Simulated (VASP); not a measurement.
# Ge (P6_3/mmc) in VASP: notebook

Runs on Ge. Level: r2SCAN. Tasks: single point.

All numbers are computed with VASP 6.6.1; they aren't measurements. Logs are shortened: lines on timing, memory, paths and dates and some standing lists are left out, and cuts for length are marked.

### Step 1. The cell of the first run

The structure is hexagonal, space group P6_3/mmc (No. 194). The conventional cell has a = 3.876 Å, b = 3.876 Å, c = 6.722 Å, α = 90.00°, β = 90.00°, γ = 120.00°. Within 3.2 Å of Ge (site symmetry 3m) lie 4 Ge at 2.40 to 2.50 Å.

### Step 2. Single point, r2SCAN (biaxial strain in the a-b plane: -3.0 %)

Input file POSCAR:

```
Ge
1.0
    3.8757792409      0.0000000000      0.0000000000
   -1.9378896204      3.3565232821      0.0000000000
    0.0000000000      0.0000000000      6.7215597542
Ge
4
Direct
    0.6666666667      0.3333333333      0.0641707281
    0.3333333333      0.6666666667      0.5641707281
    0.6666666667      0.3333333333      0.4358292719
    0.3333333333      0.6666666667      0.9358292719
```

Input file INCAR.step1:

```
ALGO     = Normal         # electronic algorithm
EDIFF    = 1E-4           # SCF threshold, eV
ENCUT    = 520            # plane-wave cutoff, eV
GGA      = PE             # functional
ISMEAR   = 0              # smearing method
LASPH    = True           # aspherical terms in the spheres
LCHARG   = False          # write CHGCAR
LREAL    = False          # projectors in reciprocal space
LWAVE    = True           # write WAVECAR
NBANDS   = 36             # bands
NELM     = 60             # most SCF steps
PREC     = Accurate       # precision mode
SIGMA    = 0.01           # smearing width, eV
```

Input file INCAR.step2:

```
ALGO     = Normal         # electronic algorithm
EDIFF    = 1E-6           # SCF threshold, eV
ENCUT    = 520            # plane-wave cutoff, eV
ISIF     = 2              # what is computed and relaxed
ISMEAR   = 0              # smearing method
ISTART   = 1            
LASPH    = True           # aspherical terms in the spheres
LCHARG   = False          # write CHGCAR
LMIXTAU  = True         
LREAL    = False          # projectors in reciprocal space
LWAVE    = False          # write WAVECAR
METAGGA  = R2SCAN         # meta-GGA
NBANDS   = 36             # bands
NELM     = 60             # most SCF steps
PREC     = Accurate       # precision mode
SIGMA    = 0.01           # smearing width, eV
```

Input file KPOINTS:

```
k-points
0
Gamma
  12 12 6
```

Potentials or basis: VASP PAW PBE potentials, release 64 (Ge_d).

Run with:

```bash
cat potpaw_PBE.64/Ge_d/POTCAR > POTCAR
cp INCAR.step1 INCAR
mpirun -np 1 vasp_std > vasp.out
cp INCAR.step2 INCAR
mpirun -np 1 vasp_std > vasp.out
```

OUTCAR:

```text
EDIFF = 1E-6
   ENCUT = 520
   ISIF = 2
   ISMEAR = 0
   ISTART = 1
   LASPH = True
   LREAL = False
   METAGGA = R2SCAN
   NELM = 60
   PREC = Accurate

 ion  position               nearest neighbor table
   1  0.667  0.333  0.064-   4 2.40   4 2.40   4 2.40   3 2.50
   2  0.333  0.667  0.564-   3 2.40   3 2.40   3 2.40   4 2.50
   3  0.667  0.333  0.436-   2 2.40   2 2.40   2 2.40   1 2.50
   4  0.333  0.667  0.936-   1 2.40   1 2.40   1 2.40   2 2.50

  LATTYP: Found a hexagonal cell.
 ALAT       =     3.8757792409
 C/A-ratio  =     1.7342473181

  Lattice vectors:

 A1 = (   3.8757792409,   0.0000000000,   0.0000000000)
 A2 = (  -1.9378896204,   3.3565232821,   0.0000000000)
 A3 = (   0.0000000000,   0.0000000000,   6.7215597542)

Analysis of symmetry for initial positions (statically):
=====================================================================
 Subroutine PRICEL returns:
 Original cell was already a primitive cell.

 Routine SETGRP: Setting up the symmetry group for a
 hexagonal supercell.

 Subroutine GETGRP returns: Found 24 space group operations
 (whereof 12 operations were pure point group operations)
 out of a pool of 24 trial point group operations.

The static configuration has the point symmetry D_3d.
 The point group associated with its full space group is D_6h.

Analysis of symmetry for dynamics (positions and initial velocities):
=====================================================================
 Subroutine PRICEL returns:
 Original cell was already a primitive cell.

 Routine SETGRP: Setting up the symmetry group for a
 hexagonal supercell.

 Subroutine GETGRP returns: Found 24 space group operations
 (whereof 12 operations were pure point group operations)
 out of a pool of 24 trial point group operations.

The dynamic configuration has the point symmetry D_3d.
 The point group associated with its full space group is D_6h.

 Subroutine INISYM returns: Found 24 space group operations
 (whereof 12 operations are pure point group operations),
 and found     1 'primitive' translations

----------------------------------------------------------------------------------------

                                     Primitive cell

  volume of cell :      87.4417

  direct lattice vectors                    reciprocal lattice vectors
     3.875779241  0.000000000  0.000000000     0.258012631  0.148963662  0.000000000
    -1.937889620  3.356523282  0.000000000     0.000000000  0.297927324  0.000000000
     0.000000000  0.000000000  6.721559754     0.000000000  0.000000000  0.148774992

  length of vectors
     3.875779241  3.875779241  6.721559754     0.297927324  0.297927324  0.148774992

  position of ions in fractional coordinates (direct lattice)
     0.666666667  0.333333333  0.064170728
     0.333333333  0.666666667  0.564170728
     0.666666667  0.333333333  0.435829272
     0.333333333  0.666666667  0.935829272

  ion indices of the primitive-cell ions
   primitive index   ion index
                 1           1
                 2           2
                 3           3
                 4           4

----------------------------------------------------------------------------------------

 KPOINTS: k-points

Automatic generation of k-mesh.
 Grid dimensions read from file:
 generate k-points for:   12   12    6

 Generating k-lattice:

  Cartesian coordinates                     Fractional coordinates (reciprocal lattice)
     0.021501053  0.012413639  0.000000000     0.083333333  0.000000000  0.000000000
     0.000000000  0.024827277  0.000000000     0.000000000  0.083333333  0.000000000
     0.000000000  0.000000000  0.024795832     0.000000000  0.000000000  0.166666667

  Length of vectors
     0.024827277  0.024827277  0.024795832

  Shift w.r.t. Gamma in fractional coordinates (k-lattice)
     0.000000000  0.000000000  0.000000000

 Subroutine IBZKPT returns following result:
 ===========================================

 Found     76 irreducible k-points:

 Following reciprocal coordinates:
            Coordinates               Weight
  0.000000  0.000000  0.000000      1.000000
  0.083333 -0.000000  0.000000      6.000000
  0.166667 -0.000000  0.000000      6.000000
  0.250000 -0.000000  0.000000      6.000000
  0.333333 -0.000000  0.000000      6.000000
  0.416667 -0.000000  0.000000      6.000000
[... 16 lines left out ...]
  0.250000 -0.000000  0.166667     12.000000
  0.333333 -0.000000  0.166667     12.000000
 [... further k-points ...]
   k-points           NKPTS =     76   k-points in BZ     NKDIM =     76   number of bands    NBANDS=     36
   number of dos      NEDOS =    301   number of ions     NIONS =      4
   total plane-waves  NPLWV =  45000
   dimension x,y,z NGX =    30 NGY =   30 NGZ =   50
   dimension x,y,z NGXF=    60 NGYF=   60 NGZF=  100
   ions per type =               4
   NGX,Y,Z   is equivalent  to a cutoff of  12.87, 12.87, 12.37 a.u.
   NGXF,Y,Z  is equivalent  to a cutoff of  25.74, 25.74, 24.73 a.u.
 SYSTEM =  unknown system
   PREC   = accura    normal or accurate (medium, high low for compatibility)
   ISTART =      1    job   : 0-new  1-cont  2-samecut
   ICHARG =      0    charge: 1-file 2-atom 10-const
   ISPIN  =      1    spin polarized calculation?
   LNONCOLLINEAR =      F non collinear calculations
   LSORBIT =      F    spin-orbit coupling
   LASPH  =      T    aspherical Exc in radial PAW
   ENCUT  =  520.0 eV  38.22 Ry    6.18 a.u.   7.21  7.21 12.50*2*pi/ulx,y,z
   NELM   =     60;   NELMIN=  2; NELMDL=  0     # of ELM steps
   EDIFF  = 0.1E-05   stopping-criterion for ELM
   LREAL  =      F    real-space projection
   EDIFFG = 0.1E-04   stopping-criterion for IOM
   NSW    =      0    number of steps for IOM
   IBRION =     -1    ionic relax: 0-MD 1-quasi-New 2-CG
   NFREE  =      0    steps in history (QN), initial steepest desc. (CG)
   ISIF   =      2    stress and relaxation
   ISYM   =      2    0-nonsym 1-usesym 2-fastsym
   POTIM  = 0.5000    time-step for ionic-motion
   TEBEG  =    0.0;   TEEND  =   0.0 temperature during run
   PSTRESS=    0.0 pullay stress
   NELECT =      56.0000    total number of electrons
   NUPDOWN=      -1.0000    fix difference up-down
   EMIN   =  10.00;   EMAX   =-10.00  energy-range for DOS
   EFERMI =   0.00;   METHOD = LEGACY
   ISMEAR =     0;   SIGMA  =   0.01  broadening in eV -4-tet -1-fermi 0-gaus
   EFERMI_NEDOS =   21; number of points for ismear=-14 and -15
   IALGO  =     38    algorithm
   IMIX   =      4    mixing-type and parameters
     AMIX     =   0.40;   BMIX     =  1.00
     AMIX_MAG =   1.60;   BMIX_MAG =  1.00
  volume/ion in A,a.u.               =      21.86       147.52
  Fermi-wavevector in a.u.,A,eV,Ry     =   1.411122  2.666634 27.092812  1.991266
  Thomas-Fermi vector in A             =   2.533006
   LORBIT       =      0    0 simple, 1 ext, 2 COOP (PROOUT), +10 PAW based schemes
   METAGGA = R2SCAN    functional components
   LHFCALC =     F    Hartree Fock is set to
   AEXX    =    0.0000 exact exchange contribution
   IVDW    =     0    specifies the selected vdW correction
   LEPSILON=     F    determine dielectric tensor
   LRPA    =     F    only Hartree local field effects (RPA)
 non-spin polarized calculation
 Gauss-broadening in eV      SIGMA  =   0.01
  energy-cutoff  :      520.00
  volume of cell :       87.44
 maximum number of plane-waves:      2383
 NGX is ok and might be reduce to    30
   NGX = 15   NGY = 15   NGZ = 25

 number of electron      55.9999979 magnetization

 Free energy of the ion-electron system (eV)
  ---------------------------------------------------
  ext. energy  EPLUGINS =         0.00000000
  ---------------------------------------------------
  free energy    TOTEN  =       -55.30083120 eV

  energy without entropy =      -55.30083120  energy(sigma->0) =      -55.30083120

 E-fermi :   5.4986     XC(G=0): -11.0024

 val. band max:        5.4080897036   @ k =   0.0000   0.0000   0.0000
 cond. band min:       5.6168236361   @ k =   0.0000   0.0000   0.0000
 fundamental gap:      0.2087339325
 Fermi energy:         5.4985652744

 k-point     1 :       0.0000    0.0000    0.0000
  band No.  band energies     occupation
      1     -20.4562      2.00000
      2     -20.4562      2.00000
      3     -20.4180      2.00000
      4     -20.4180      2.00000
      5     -20.3715      2.00000
      6     -20.3673      2.00000
[... 28 lines left out ...]
     35      10.1452      0.00000
     36      12.1903      0.00000

 k-point     2 :       0.0833   -0.0000    0.0000
  band No.  band energies     occupation
      1     -20.4590      2.00000
      2     -20.4575      2.00000
      3     -20.4202      2.00000
      4     -20.4174      2.00000
      5     -20.3792      2.00000
      6     -20.3655      2.00000
[... 28 lines left out ...]
     35      10.5041      0.00000
     36      12.4257      0.00000

 k-point     3 :       0.1667   -0.0000    0.0000
  band No.  band energies     occupation
      1     -20.4636      2.00000
      2     -20.4600      2.00000
      3     -20.4250      2.00000
      4     -20.4144      2.00000
      5     -20.3918      2.00000
      6     -20.3555      2.00000
[... 28 lines left out ...]
     35      11.4271      0.00000
     36      11.4809      0.00000

 k-point     4 :       0.2500   -0.0000    0.0000
  band No.  band energies     occupation
      1     -20.4650      2.00000
      2     -20.4618      2.00000
      3     -20.4295      2.00000
      4     -20.4074      2.00000
      5     -20.4038      2.00000
      6     -20.3495      2.00000
[... 28 lines left out ...]
     35      12.5195      0.00000
     36      12.6907      0.00000

 k-point     5 :       0.3333   -0.0000    0.0000
  band No.  band energies     occupation
      1     -20.4624      2.00000
      2     -20.4615      2.00000
      3     -20.4326      2.00000
      4     -20.4150      2.00000
      5     -20.3955      2.00000
      6     -20.3483      2.00000
[... 655 lines left out ...]
 k-point    22 :       0.1667   -0.0000    0.1667
  band No.  band energies     occupation
      1     -20.4608      2.00000
      2     -20.4581      2.00000
      3     -20.4280      2.00000
      4     -20.4185      2.00000
      5     -20.3890      2.00000
      6     -20.3567      2.00000
[... 28 lines left out ...]
     35      11.2220      0.00000
     36      11.8450      0.00000

 k-point    23 :       0.2500   -0.0000    0.1667
  band No.  band energies     occupation
      1     -20.4617      2.00000
      2     -20.4600      2.00000
      3     -20.4322      2.00000
      4     -20.4126      2.00000
      5     -20.3992      2.00000
      6     -20.3511      2.00000
[... 28 lines left out ...]
     35      12.1588      0.00000
     36      12.4051      0.00000

 k-point    24 :       0.3333   -0.0000    0.1667
  band No.  band energies     occupation
      1     -20.4607      2.00000
      2     -20.4578      2.00000
      3     -20.4350      2.00000
      4     -20.4130      2.00000
      5     -20.3975      2.00000
      6     -20.3492      2.00000
[... 28 lines left out ...]
     35      13.4358      0.00000
     36      13.4763      0.00000

 [... further k-points ...]
[... 5 lines left out ...]
  --------------------------------------------------------------------------------------
  -------------------------------------------------------------------------------------
  Total        3.6296400      3.6296400     -1.3313194      0.0000000      0.0000000      0.0000000
  in kB       66.5051656     66.5051656    -24.3934981      0.0000000      0.0000000      0.0000000
  external PRESSURE =      36.2056111 kB  Pullay stress =       0.0000000 kB

 VOLUME and BASIS-vectors are now :
 -----------------------------------------------------------------------------
  energy-cutoff  :      520.00
  volume of cell :       87.44
      direct lattice vectors                 reciprocal lattice vectors
     3.875779241  0.000000000  0.000000000     0.258012631  0.148963662  0.000000000
    -1.937889620  3.356523282  0.000000000     0.000000000  0.297927324  0.000000000
     0.000000000  0.000000000  6.721559754     0.000000000  0.000000000  0.148774992

 POSITION                                       TOTAL-FORCE (eV/Angst)
 -----------------------------------------------------------------------------------
      1.93789      1.11884      0.43133         0.000000      0.000000      0.277108
     -0.00000      2.23768      3.79211        -0.000000     -0.000000      0.277108
      1.93789      1.11884      2.92945         0.000000      0.000000     -0.277108
     -0.00000      2.23768      6.29023        -0.000000     -0.000000     -0.277108
 -----------------------------------------------------------------------------------
    total drift:                               -0.000000      0.000000     -0.000000

  FREE ENERGIE OF THE ION-ELECTRON SYSTEM (eV)
  ---------------------------------------------------
  free  energy   TOTEN  =       -55.3008311960 eV

  energy  without entropy=      -55.3008311960  energy(sigma->0) =      -55.30083120
```

It took 9.9 min on 1 thread of Intel Xeon 6975P-C, shared host; peak memory 0.32 GiB.

Results:

```yaml
Free_energy: -55.3008 eV
Pressure: 3.6 GPa
Largest_force: 0.277 eV/Å
Band_gap_on_the_k_mesh: 0.21 eV, direct
```

Forces on the atoms (eV/Å):
```
Ge   0.000  0.000  0.277
Ge   0.000  0.000  0.277
Ge   0.000  0.000 -0.277
Ge   0.000  0.000 -0.277
```

Stress tensor (GPa, compression positive):
```
 6.65  0.00  0.00
 0.00  6.65  0.00
 0.00  0.00 -2.44
```

Levels at points of the mesh, in eV from the valence-band top:
```
           k point  band 24  band 25  band 26  band 27  band 28  band 29  band 30  band 31  band 32  band 33
(0.00, 0.00, 0.00)    -1.54    -1.54    -0.56     0.00     0.00     0.21     0.70     2.49     2.49     2.65
(0.50, 0.00, 0.00)    -7.46    -5.14    -3.38    -3.24    -1.83     0.78     1.73     3.45     3.92     3.94
(0.00, 0.00, 0.50)    -5.42    -0.93    -0.93    -0.93    -0.93     1.38     1.38     3.59     3.59     3.59
(0.50, 0.00, 0.50)    -8.54    -3.14    -3.14    -2.74    -2.74     0.48     0.48     2.11     2.11     6.34
```

Caveat: the cell differs from its parent crystal (biaxial strain in the a-b plane: -3.0 %); the PAW data sets were made with another functional, which shifts forces and pressure a little.

### Step 3. Single point, r2SCAN (biaxial strain in the a-b plane: -1.5 %, then relaxed in part)

Input file POSCAR:

```
Ge
1.0
    3.9357139714      0.0000000000      0.0000000000
   -1.9678569857      3.4084282813      0.0000000000
    0.0000000000      0.0000000000      6.6274170112
Ge
4
Direct
    0.6666666667      0.3333333333      0.0641707281
    0.3333333333      0.6666666667      0.5641707281
    0.6666666667      0.3333333333      0.4358292719
    0.3333333333      0.6666666667      0.9358292719
```

Input file INCAR.step1:

```
SYSTEM = Ge
ALGO = Normal
EDIFF = 1E-4
ENCUT = 520
GGA = PE
ISMEAR = 0
LASPH = .TRUE.
LCHARG = .FALSE.
LREAL = .FALSE.
LWAVE = .TRUE.
NBANDS = 36
NELM = 60
PREC = Accurate
SIGMA = 0.01
```

Input file INCAR.step2:

```
SYSTEM = Ge
ALGO = Normal
EDIFF = 1E-6
ENCUT = 520
ISIF = 2
ISMEAR = 0
ISTART = 1
LASPH = .TRUE.
LCHARG = .FALSE.
LMIXTAU = .TRUE.
LREAL = .FALSE.
LWAVE = .FALSE.
METAGGA = R2SCAN
NBANDS = 36
NELM = 60
PREC = Accurate
SIGMA = 0.01
```

Input file KPOINTS:

```
k-points
0
G
  12 12 6
  0 0 0
```

Potentials or basis: VASP PAW PBE potentials, release 64 (Ge_d).

Run with:

```bash
cat potpaw_PBE.64/Ge_d/POTCAR > POTCAR
cp INCAR.step1 INCAR
mpirun -np 1 vasp_std > vasp.out
cp INCAR.step2 INCAR
mpirun -np 1 vasp_std > vasp.out
```

Wall time 9.6 min (1 thread of Intel Xeon 6975P-C, shared host); peak memory 0.32 GiB.

Results (log left out):

| Item | Value |
| --- | --- |
| Free energy | -55.3924 eV |
| Pressure | 2.0 GPa |
| Band gap on the k mesh | 0.31 eV, indirect (least direct gap 0.34 eV) |

Stress tensor (GPa, compression positive):
```
3.03 0.00 0.00
0.00 3.03 0.00
0.00 0.00 0.05
```

Levels at points of the mesh, in eV from the valence-band top:
```
           k point  band 26  band 27  band 28  band 29  band 30  band 31
(0.00, 0.00, 0.00)    -0.47     0.00     0.00     0.34     0.34     2.33
(0.50, 0.00, 0.00)    -3.41    -3.20    -1.74     0.67     1.80     3.54
(0.00, 0.00, 0.50)    -1.01    -1.01    -1.01     1.09     1.09     3.50
(0.50, 0.00, 0.50)    -3.00    -2.73    -2.73     0.55     0.55     2.18
```

Caveat: the cell differs from its parent crystal (biaxial strain in the a-b plane: -1.5 %, then relaxed in part); the PAW data sets were made with another functional, which shifts forces and pressure a little.

(Part 1 of 2 ends here.)
